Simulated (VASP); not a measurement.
# PbO2: single point with PBEsol+D3(BJ)

PbO2:

```xyz
6
Lattice="4.9652 0.0000 0.0000 0.0000 4.9652 0.0000 0.0000 0.0000 3.4046" Properties=species:S:1:pos:R:3 pbc="T T T"
Pb    2.4826    2.4826    1.7023
Pb    0.0000    0.0000    0.0000
O     3.4390    3.4390    0.0000
O     4.0089    0.9564    1.7023
O     0.9564    4.0089    1.7023
O     1.5263    1.5263    0.0000
```

```json
{
 "Program": "VASP 6.6.1",
 "Task": "single point",
 "Functional": "PBEsol",
 "Dispersion": "D3(BJ)",
 "Potentials or basis": "VASP PAW PBE potentials, release 64 (Pb_d, O)",
 "Cutoff": "520 eV",
 "k mesh": "6 × 6 × 8",
 "Occupations": "fermi-dirac, width 0.05 eV",
 "Spin": "no spin polarisation",
 "Dipole correction": "no",
 "Further INCAR settings": "ALGO = Normal; EDIFF = 1e-06; NBANDS = 35"
}
```

```yaml
Pressure: 0.0 GPa
Largest_force: 0.009 eV/Å
Band_gap_on_the_k_mesh: 0.10 eV (least direct gap 0.13 eV)
Dispersion_energy_per_atom: -0.197 eV
```

Forces on the atoms (eV/Å):
```
Pb   0.000  0.000  0.000
Pb   0.000  0.000  0.000
O    0.007  0.007  0.000
O   -0.007  0.007  0.000
O    0.007 -0.007  0.000
O   -0.007 -0.007  0.000
```

Stress tensor (GPa, compression positive):
```
-0.10  0.00  0.00
 0.00 -0.10  0.00
 0.00  0.00  0.08
```

Levels at points of the mesh, in eV from the valence-band top:
| k point | band 22 | band 23 | band 24 | band 25 | band 26 | band 27 | band 28 | band 29 | band 30 | band 31 |
| --- | --- | --- | --- | --- | --- | --- | --- | --- | --- | --- |
| (0.00, 0.00, 0.00) | -0.64 | -0.59 | -0.59 | -0.59 | -0.59 | 0.10 | 4.29 | 5.78 | 5.78 | 9.55 |
| (0.50, 0.00, 0.00) | -1.34 | -0.63 | -0.63 | -0.37 | -0.37 | 2.49 | 2.49 | 6.40 | 6.40 | 9.81 |
| (0.50, 0.50, 0.00) | -1.61 | -0.65 | -0.65 | -0.46 | -0.46 | 2.89 | 2.89 | 6.71 | 6.71 | 10.14 |
| (0.00, 0.00, 0.50) | -2.03 | -1.13 | -1.13 | -0.78 | -0.78 | 3.81 | 3.81 | 8.85 | 8.85 | 9.60 |
| (0.50, 0.00, 0.50) | -1.08 | -0.78 | -0.78 | -0.17 | -0.17 | 4.14 | 4.14 | 7.30 | 7.30 | 9.91 |
| (0.50, 0.50, 0.50) | -1.85 | -0.67 | -0.67 | -0.51 | -0.51 | 2.86 | 2.86 | 8.26 | 8.26 | 9.81 |

Wall time 80 s on 1 thread of Intel(R) Xeon(R) Platinum 8488C (Sapphire Rapids), on a shared host, peak memory 0.28 GiB.

Caveat: three body term missing; the PAW data sets were made with another functional, which shifts forces and pressure a little; spin-orbit coupling is left out, which moves the levels of the heavy elements. A k mesh can miss the band edges.
